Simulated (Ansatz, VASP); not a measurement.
LiF: VASP beside Ansatz

POSCAR

```
LiF
1.0
   -0.4364623187      1.8211013986      1.8211013986
    1.8211013986     -0.4364623187      1.8211013986
    1.8211013986      1.8211013986     -0.4364623187
Li F
1 1
Direct
    0.0000000000      0.0000000000      0.0000000000
    0.5000000000      0.5000000000      0.5000000000
```

File INCAR.step1:

```
SYSTEM = LiF
PREC     = Accurate       ! precision mode
ENCUT    = 520            ! plane-wave cutoff, eV
ISMEAR   = 0              ! smearing method
SIGMA    = 0.05           ! smearing width, eV
LREAL    = .False.        ! projectors in reciprocal space
LASPH    = .True.         ! aspherical terms in the spheres
NELM     = 80             ! most SCF steps
NBANDS   = 12             ! bands
GGA      = PE             ! functional
ALGO     = Normal         ! electronic algorithm
EDIFF    = 1E-4           ! SCF threshold, eV
LWAVE    = .True.         ! write WAVECAR
LCHARG   = .False.        ! write CHGCAR
```

The input INCAR.step2:

```
SYSTEM = LiF
PREC     = Accurate       ! precision mode
ENCUT    = 520            ! plane-wave cutoff, eV
EDIFF    = 1E-7           ! SCF threshold, eV
ISMEAR   = 0              ! smearing method
SIGMA    = 0.05           ! smearing width, eV
LREAL    = .False.        ! projectors in reciprocal space
LASPH    = .True.         ! aspherical terms in the spheres
NELM     = 80             ! most SCF steps
ALGO     = Normal         ! electronic algorithm
ISIF     = 2              ! what is computed and relaxed
LWAVE    = .False.        ! write WAVECAR
LCHARG   = .True.         ! write CHGCAR
METAGGA  = R2SCAN         ! meta-GGA
LMIXTAU  = .True.       
LELF     = .True.         ! ELF
LVHAR    = .True.       
NBANDS   = 12             ! bands
ISTART   = 1
```

The input KPOINTS:

```
Automatic mesh
0
Gamma
  12 12 12
  0 0 0
```

Input for Ansatz:

```yaml
crystal:
  lattice:
    - [-0.4364623187, 1.8211013986, 1.8211013986]
    - [1.8211013986, -0.4364623187, 1.8211013986]
    - [1.8211013986, 1.8211013986, -0.4364623187]
  atoms:
    - { symbol: Li, position: [0.0, 0.0, 0.0] }
    - { symbol: F, position: [0.5, 0.5, 0.5] }
basis:
  ecutwfc: 500
kpoints:
  mp_grid: { grid: [12, 12, 12] }
hamiltonian:
  xc: r2scan
scf:
  occupations: { method: gaussian, width: 0.05 }
output:
  forces: true
  stress: true
  eigenvalues: true
```

Alike in both runs: task single point; functional r2SCAN; k mesh 12 × 12 × 12; occupations gaussian, width 0.05 eV; no spin polarisation.

|  | VASP | Ansatz |
| --- | --- | --- |
| version | VASP 6.6.1 | Ansatz 0.2.0 |
| potentials or method | VASP PAW PBE potentials, release 64 (Li_sv, F), cutoff 520 eV | scalar-relativistic, plane waves, PAW |
| valence electrons in the cell | 10 | 10 |

VASP gave:

* gap on the k mesh at the Fermi level (eV): 9.28
* least direct gap on the mesh (eV): 9.28

Which values does Ansatz return?

gap on the k mesh at the Fermi level (eV): 9.06; least direct gap on the mesh (eV): 9.06.

VASP's potentials were made for PBE, not for r2SCAN. The functional is the same, so the differences come from potentials, cutoffs and numerics.

Noted on VASP's run: the cutoff is under 1.25 times that of the potentials, so the pressure is a little rough.
